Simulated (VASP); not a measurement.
Set up this calculation in VASP 6.6.1, as the native input.

| Property | Result |
| --- | --- |
| Task | single point |
| Functional | PBE |
| Dispersion | D3(BJ) |
| Potentials or basis | VASP PAW PBE potentials, release 64 (Si) |
| Cutoff | 520 eV |
| k mesh | 2 × 2 × 2 |
| Occupations | fermi-dirac, width 0.02 eV |
| Spin | no spin polarisation |
| Dipole correction | no |
| Further INCAR settings | LREAL = Auto; ALGO = Normal; EDIFF = 1e-06; NBANDS = 48 |

The structure of Si (a cell with a defect) lies in POSCAR:

```
Si
1.0
    0.0000000000      5.4300000000      5.4300000000
    5.4300000000      0.0000000000      5.4300000000
    5.4300000000      5.4300000000      0.0000000000
Si
17
Direct
    0.0202025783      0.0046777164     -0.0117495396
    0.0587937385      0.2369705341      0.0904696133
   -0.0008379374     -0.1041896869      0.6112983425
    0.1692357274      0.0684806630      0.6200644567
   -0.0861141805      0.6354696133      0.0276979742
    0.2099539595      0.6149263352      0.0792357274
    0.0448250460      0.4372007366      0.4809023941
    0.1434069982      0.4949723757      0.6980110497
    0.4377071823      0.1114088398     -0.0277992634
    0.6496593002      0.1443186004      0.1109852670
    0.5398342541     -0.0450644567      0.4744751381
    0.6312246777      0.0565101289      0.6350552486
    0.5573480663      0.5237016575     -0.0411418048
    0.5268784530      0.7231583794      0.1433977901
    0.5285635359      0.4490976059      0.4840515654
    0.6705156538      0.5605524862      0.5924493554
    0.1442265193      0.8259760589      0.2881491713
```

The input as run:

INCAR

```
ALGO = Normal
EDIFF = 1E-6
ENCUT = 520
GGA = PE
ISIF = 2
ISMEAR = -1
IVDW = 12
LASPH = True
LCHARG = False
LREAL = Auto
LWAVE = False
NBANDS = 48
NELM = 80
PREC = Accurate
SIGMA = 0.02
```

KPOINTS

```
k-points
0
Gamma
  2 2 2
```

Potentials or basis: VASP PAW PBE potentials, release 64 (Si).

Command:

```console
$ cat potpaw_PBE.64/Si/POTCAR > POTCAR
$ mpirun -np 1 vasp_std > vasp.out
```

It gave:

The pressure is -2.0 GPa and the largest force is 3.168 eV/Å. The band gap on the k mesh is zero (band 34 reaches 6.91 eV, above the bottom of band 35 at 6.80 eV) and the dispersion energy per atom is -0.332 eV.

Caveat: the k points lie up to 0.50 Å⁻¹ apart.

Wall time 6.3 min on 1 thread of Intel(R) Xeon(R) Platinum 8488C (Sapphire Rapids) (shared host), peak memory 0.46 GiB.
